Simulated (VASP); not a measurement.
# Si (Cmcm) in VASP: single point with r2SCAN

Aim: the single point of Si with r2SCAN.

All numbers are computed with VASP 6.6.1; they aren't measurements. Logs are shortened: lines on timing, memory, paths and dates and some standing lists are left out, and cuts for length are marked.

## (1) The cell of the first run

The structure is orthorhombic, space group Cmcm (No. 63). Conventional cell: a = 3.831 Å, b = 10.718 Å, c = 12.686 Å, α = 90.00°, β = 90.00°, γ = 90.00°. Si (site symmetry m) has 4 Si at 2.34 to 2.38 Å within 3.1 Å. Si (site symmetry m) has 4 Si at 2.35 to 2.38 Å within 3.1 Å. Within 3.1 Å of Si (site symmetry m) lie 4 Si at 2.34 to 2.38 Å.

## (2) Single point, r2SCAN

File POSCAR:

```
Si
1.0
    1.9155026735     -5.3588271906      0.0000000000
    1.9155026735      5.3588271906      0.0000000000
    0.0000000000      0.0000000000     12.6862551966
Si
12
Direct
    0.7573183264      0.2426816736      0.9450752754
    0.2426816736      0.7573183264      0.0549247246
    0.7573183264      0.2426816736      0.5549247246
    0.2426816736      0.7573183264      0.4450752754
    0.4286864630      0.5713135370      0.1572661549
    0.5713135370      0.4286864630      0.8427338451
    0.4286864630      0.5713135370      0.3427338451
    0.5713135370      0.4286864630      0.6572661549
    0.9713249274      0.0286750726      0.9094201286
    0.0286750726      0.9713249274      0.0905798714
    0.9713249274      0.0286750726      0.5905798714
    0.0286750726      0.9713249274      0.4094201286
```

File INCAR.step1:

```
SYSTEM = Si
PREC = Accurate
ENCUT = 520
ISMEAR = 0
SIGMA = 0.02
LREAL = .FALSE.
LASPH = .TRUE.
NELM = 100
NBANDS = 36
GGA = PE
ALGO = Normal
EDIFF = 1E-4
LWAVE = .TRUE.
LCHARG = .FALSE.
```

File INCAR.step2:

```
SYSTEM = Si
PREC = Accurate
ENCUT = 520
EDIFF = 1E-7
ISMEAR = 0
SIGMA = 0.02
LREAL = .FALSE.
LASPH = .TRUE.
NELM = 100
ALGO = Normal
ISIF = 2
LWAVE = .FALSE.
LCHARG = .TRUE.
METAGGA = R2SCAN
LMIXTAU = .TRUE.
LELF = .TRUE.
LVHAR = .TRUE.
NBANDS = 36
ISTART = 1
```

File KPOINTS:

```
regular mesh
0
G
  8 8 2
  0 0 0
```

Potentials or basis: VASP PAW PBE potentials, release 64 (Si).

The run is started by

```bash
$ cat potpaw_PBE.64/Si/POTCAR > POTCAR
$ cp INCAR.step1 INCAR
$ mpirun -np 1 vasp_std > vasp.out
$ cp INCAR.step2 INCAR
$ mpirun -np 1 vasp_std > vasp.out
```

OUTCAR:

```text
SYSTEM = Si
   PREC = Accurate
   ENCUT = 520
   EDIFF = 1E-7
   ISMEAR = 0
   LREAL = .FALSE.
   LASPH = .TRUE.
   NELM = 100
   ISIF = 2
   METAGGA = R2SCAN
   ISTART = 1

 ion  position               nearest neighbor table
   1  0.757  0.243  0.945-   9 2.34   2 2.37   2 2.37   6 2.38
   2  0.243  0.757  0.055-  10 2.34   1 2.37   1 2.37   5 2.38
   3  0.757  0.243  0.555-  11 2.34   4 2.37   4 2.37   8 2.38
   4  0.243  0.757  0.445-  12 2.34   3 2.37   3 2.37   7 2.38
   5  0.429  0.571  0.157-  10 2.35  10 2.35   7 2.35   2 2.38
   6  0.571  0.429  0.843-   9 2.35   9 2.35   8 2.35   1 2.38
   7  0.429  0.571  0.343-  12 2.35  12 2.35   5 2.35   4 2.38
   8  0.571  0.429  0.657-  11 2.35  11 2.35   6 2.35   3 2.38
   9  0.971  0.029  0.909-   1 2.34   6 2.35   6 2.35  10 2.38
  10  0.029  0.971  0.091-   2 2.34   5 2.35   5 2.35   9 2.38
  11  0.971  0.029  0.591-   3 2.34   8 2.35   8 2.35  12 2.38
  12  0.029  0.971  0.409-   4 2.34   7 2.35   7 2.35  11 2.38

  LATTYP: Found a base centered orthorhombic cell.
 ALAT       =     3.8310053470
 B/A-ratio  =     2.7976088286
 C/A-ratio  =     3.3114689350

  Lattice vectors:

 A1 = (   1.9155026735,  -5.3588271906,   0.0000000000)
 A2 = (   1.9155026735,   5.3588271906,   0.0000000000)
 A3 = (   0.0000000000,   0.0000000000,  12.6862551966)

Analysis of symmetry for initial positions (statically):
=====================================================================
 Subroutine PRICEL returns:
 Original cell was already a primitive cell.

 Routine SETGRP: Setting up the symmetry group for a
 base centered orthorhombic supercell.

 Subroutine GETGRP returns: Found  8 space group operations
 (whereof  4 operations were pure point group operations)
 out of a pool of  8 trial point group operations.

The static configuration has the point symmetry C_2h.
 The point group associated with its full space group is D_2h.

Analysis of symmetry for dynamics (positions and initial velocities):
=====================================================================
 Subroutine PRICEL returns:
 Original cell was already a primitive cell.

 Routine SETGRP: Setting up the symmetry group for a
 base centered orthorhombic supercell.

 Subroutine GETGRP returns: Found  8 space group operations
 (whereof  4 operations were pure point group operations)
 out of a pool of  8 trial point group operations.

The dynamic configuration has the point symmetry C_2h.
 The point group associated with its full space group is D_2h.

 Subroutine INISYM returns: Found  8 space group operations
 (whereof  4 operations are pure point group operations),
 and found     1 'primitive' translations

----------------------------------------------------------------------------------------

                                     Primitive cell

  volume of cell :     260.4450

  direct lattice vectors                    reciprocal lattice vectors
     1.915502674 -5.358827191  0.000000000     0.261028088 -0.093303998  0.000000000
     1.915502674  5.358827191  0.000000000     0.261028088  0.093303998  0.000000000
     0.000000000  0.000000000 12.686255197     0.000000000  0.000000000  0.078825468

  length of vectors
     5.690885639  5.690885639 12.686255197     0.277202631  0.277202631  0.078825468

  position of ions in fractional coordinates (direct lattice)
     0.757318326  0.242681674  0.945075275
     0.242681674  0.757318326  0.054924725
     0.757318326  0.242681674  0.554924725
     0.242681674  0.757318326  0.445075275
     0.428686463  0.571313537  0.157266155
     0.571313537  0.428686463  0.842733845
     0.428686463  0.571313537  0.342733845
     0.571313537  0.428686463  0.657266155
     0.971324927  0.028675073  0.909420129
     0.028675073  0.971324927  0.090579871
     0.971324927  0.028675073  0.590579871
     0.028675073  0.971324927  0.409420129

  ion indices of the primitive-cell ions
   primitive index   ion index
                 1           1
                 2           2
                 3           3
                 4           4
                 5           5
                 6           6
                 7           7
                 8           8
                 9           9
                10          10
                11          11
                12          12

----------------------------------------------------------------------------------------

 KPOINTS: regular mesh

Automatic generation of k-mesh.
 Grid dimensions read from file:
 generate k-points for:    8    8    2

 Generating k-lattice:

  Cartesian coordinates                     Fractional coordinates (reciprocal lattice)
     0.032628511 -0.011663000  0.000000000     0.125000000 -0.000000000  0.000000000
     0.032628511  0.011663000  0.000000000    -0.000000000  0.125000000  0.000000000
     0.000000000  0.000000000  0.039412734     0.000000000  0.000000000  0.500000000

  Length of vectors
     0.034650329  0.034650329  0.039412734

  Shift w.r.t. Gamma in fractional coordinates (k-lattice)
     0.000000000  0.000000000  0.000000000

 Subroutine IBZKPT returns following result:
 ===========================================

 Found     42 irreducible k-points:

 Following reciprocal coordinates:
            Coordinates               Weight
  0.000000  0.000000  0.000000      1.000000
  0.125000 -0.000000  0.000000      4.000000
  0.250000 -0.000000  0.000000      4.000000
  0.375000 -0.000000  0.000000      4.000000
  0.500000 -0.000000  0.000000      2.000000
  0.125000  0.125000  0.000000      2.000000
[... 16 lines left out ...]
  0.125000 -0.000000  0.500000      4.000000
  0.250000 -0.000000  0.500000      4.000000
 [... further k-points ...]
   k-points           NKPTS =     42   k-points in BZ     NKDIM =     42   number of bands    NBANDS=     36
   number of dos      NEDOS =    301   number of ions     NIONS =     12
   total plane-waves  NPLWV = 169344
   dimension x,y,z NGX =    42 NGY =   42 NGZ =   96
   dimension x,y,z NGXF=    84 NGYF=   84 NGZF=  192
   ions per type =              12
   NGX,Y,Z   is equivalent  to a cutoff of  12.27, 12.27, 12.58 a.u.
   NGXF,Y,Z  is equivalent  to a cutoff of  24.54, 24.54, 25.16 a.u.
 SYSTEM =  Si
   PREC   = accura    normal or accurate (medium, high low for compatibility)
   ISTART =      1    job   : 0-new  1-cont  2-samecut
   ICHARG =      0    charge: 1-file 2-atom 10-const
   ISPIN  =      1    spin polarized calculation?
   LNONCOLLINEAR =      F non collinear calculations
   LSORBIT =      F    spin-orbit coupling
   LASPH  =      T    aspherical Exc in radial PAW
   ENCUT  =  520.0 eV  38.22 Ry    6.18 a.u.  10.58 10.58 23.59*2*pi/ulx,y,z
   NELM   =    100;   NELMIN=  2; NELMDL=  0     # of ELM steps
   EDIFF  = 0.1E-06   stopping-criterion for ELM
   LREAL  =      F    real-space projection
   EDIFFG = 0.1E-05   stopping-criterion for IOM
   NSW    =      0    number of steps for IOM
   IBRION =     -1    ionic relax: 0-MD 1-quasi-New 2-CG
   NFREE  =      0    steps in history (QN), initial steepest desc. (CG)
   ISIF   =      2    stress and relaxation
   ISYM   =      2    0-nonsym 1-usesym 2-fastsym
   POTIM  = 0.5000    time-step for ionic-motion
   TEBEG  =    0.0;   TEEND  =   0.0 temperature during run
   PSTRESS=    0.0 pullay stress
   NELECT =      48.0000    total number of electrons
   NUPDOWN=      -1.0000    fix difference up-down
   EMIN   =  10.00;   EMAX   =-10.00  energy-range for DOS
   EFERMI =   0.00;   METHOD = LEGACY
   ISMEAR =     0;   SIGMA  =   0.02  broadening in eV -4-tet -1-fermi 0-gaus
   EFERMI_NEDOS =   21; number of points for ismear=-14 and -15
   IALGO  =     38    algorithm
   IMIX   =      4    mixing-type and parameters
     AMIX     =   0.40;   BMIX     =  1.00
     AMIX_MAG =   1.60;   BMIX_MAG =  1.00
  volume/ion in A,a.u.               =      21.70       146.46
  Fermi-wavevector in a.u.,A,eV,Ry     =   0.931644  1.760552 11.809317  0.867960
  Thomas-Fermi vector in A             =   2.058159
   LORBIT       =      0    0 simple, 1 ext, 2 COOP (PROOUT), +10 PAW based schemes
   METAGGA = R2SCAN    functional components
   LHFCALC =     F    Hartree Fock is set to
   AEXX    =    0.0000 exact exchange contribution
   IVDW    =     0    specifies the selected vdW correction
   LEPSILON=     F    determine dielectric tensor
   LRPA    =     F    only Hartree local field effects (RPA)
 non-spin polarized calculation
 Gauss-broadening in eV      SIGMA  =   0.02
  energy-cutoff  :      520.00
  volume of cell :      260.44
 maximum number of plane-waves:      7046
   NGX = 21   NGY = 21   NGZ = 47

 number of electron      48.0000000 magnetization

 Free energy of the ion-electron system (eV)
  ---------------------------------------------------
  ext. energy  EPLUGINS =         0.00000000
  ---------------------------------------------------
  free energy    TOTEN  =      -103.96310314 eV

  energy without entropy =     -103.96310314  energy(sigma->0) =     -103.96310314

 E-fermi :   5.1570     XC(G=0):  -9.3602

 val. band max:        5.0242138024   @ k =   0.5000   0.5000   0.0000
 cond. band min:       5.7297047741   @ k =  -0.3750   0.3750   0.0000
 fundamental gap:      0.7054909717
 Fermi energy:         5.1570100869

 k-point     1 :       0.0000    0.0000    0.0000
  band No.  band energies     occupation
      1      -7.6253      2.00000
      2      -7.2726      2.00000
      3      -5.9942      2.00000
      4      -4.6063      2.00000
      5      -4.0418      2.00000
      6      -3.2148      2.00000
[... 28 lines left out ...]
     35       8.9460      0.00000
     36       9.6346      0.00000
[... 866 lines left out ...]
      6      -3.3223      2.00000
[... 28 lines left out ...]
     35       9.6410      0.00000
     36       9.6410      0.00000

 [... further k-points ...]

------------------------ aborting loop because EDIFF is reached ----------------------------------------

  FORCE on cell =-STRESS in cart. coord.  units (eV):
  Direction    XX          YY          ZZ          XY          YZ          ZX
  --------------------------------------------------------------------------------------
  -------------------------------------------------------------------------------------
  Total       -0.3309353     -0.3876543     -0.3178246      0.0000000      0.0000000      0.0000000
  in kB       -2.0358125     -2.3847300     -1.9551594      0.0000000      0.0000000      0.0000000
  external PRESSURE =      -2.1252340 kB  Pullay stress =       0.0000000 kB

 VOLUME and BASIS-vectors are now :
 -----------------------------------------------------------------------------
  energy-cutoff  :      520.00
  volume of cell :      260.44
      direct lattice vectors                 reciprocal lattice vectors
     1.915502674 -5.358827191  0.000000000     0.261028088 -0.093303998  0.000000000
     1.915502674  5.358827191  0.000000000     0.261028088  0.093303998  0.000000000
     0.000000000  0.000000000 12.686255197     0.000000000  0.000000000  0.078825468

 POSITION                                       TOTAL-FORCE (eV/Angst)
 -----------------------------------------------------------------------------------
      1.91550     -2.75785     11.98947         0.000000     -0.002594      0.007355
      1.91550      2.75785      0.69679         0.000000      0.002594     -0.007355
      1.91550     -2.75785      7.03992         0.000000     -0.002594     -0.007355
      1.91550      2.75785      5.64634         0.000000      0.002594      0.007355
      1.91550      0.76431      1.99512         0.000000     -0.002626      0.000092
      1.91550     -0.76431     10.69114         0.000000      0.002626     -0.000092
      1.91550      0.76431      4.34801         0.000000     -0.002626     -0.000092
      1.91550     -0.76431      8.33825         0.000000      0.002626      0.000092
      1.91550     -5.05150     11.53714         0.000000     -0.002610      0.003031
      1.91550      5.05150      1.14912         0.000000      0.002610     -0.003031
      1.91550     -5.05150      7.49225         0.000000     -0.002610     -0.003031
      1.91550      5.05150      5.19401         0.000000      0.002610      0.003031
 -----------------------------------------------------------------------------------
    total drift:                                0.000000     -0.000000     -0.000000

  FREE ENERGIE OF THE ION-ELECTRON SYSTEM (eV)
  ---------------------------------------------------
  free  energy   TOTEN  =      -103.9631031444 eV

  energy  without entropy=     -103.9631031444  energy(sigma->0) =     -103.96310314
```

Wall time 17 min (1 thread of Intel Xeon 6975P-C (Granite Rapids), shared host); peak memory 0.56 GiB.

Results:

* Free energy: -103.9631 eV
* Pressure: -0.2 GPa
* Largest force: 0.008 eV/Å
* Band gap on the k mesh: 0.71 eV (least direct gap 0.78 eV)

Forces on the atoms (eV/Å):
```
Si   0.000 -0.003  0.007
Si   0.000  0.003 -0.007
Si   0.000 -0.003 -0.007
Si   0.000  0.003  0.007
Si   0.000 -0.003  0.000
Si   0.000  0.003  0.000
Si   0.000 -0.003  0.000
Si   0.000  0.003  0.000
Si   0.000 -0.003  0.003
Si   0.000  0.003 -0.003
Si   0.000 -0.003 -0.003
Si   0.000  0.003  0.003
```

Levels at points of the mesh, in eV from the valence-band top:
```csv
k point,band 22,band 23,band 24,band 25,band 26,band 27
"(0.00, 0.00, 0.00)",-1.03,-0.57,-0.48,0.83,1.51,1.55
"(0.50, 0.00, 0.00)",-2.13,-2.09,-1.29,1.43,1.58,1.71
"(0.50, 0.50, 0.00)",-0.81,-0.43,0.00,0.78,0.94,1.82
"(0.00, 0.00, 0.50)",-1.11,-0.94,-0.94,1.28,1.28,1.71
"(0.50, 0.00, 0.50)",-2.09,-1.71,-1.71,1.64,1.64,2.14
"(0.50, 0.50, 0.50)",-1.14,-0.13,-0.13,0.74,0.74,1.97
```

Caveat: the PAW data sets were made with another functional, which shifts forces and pressure a little.
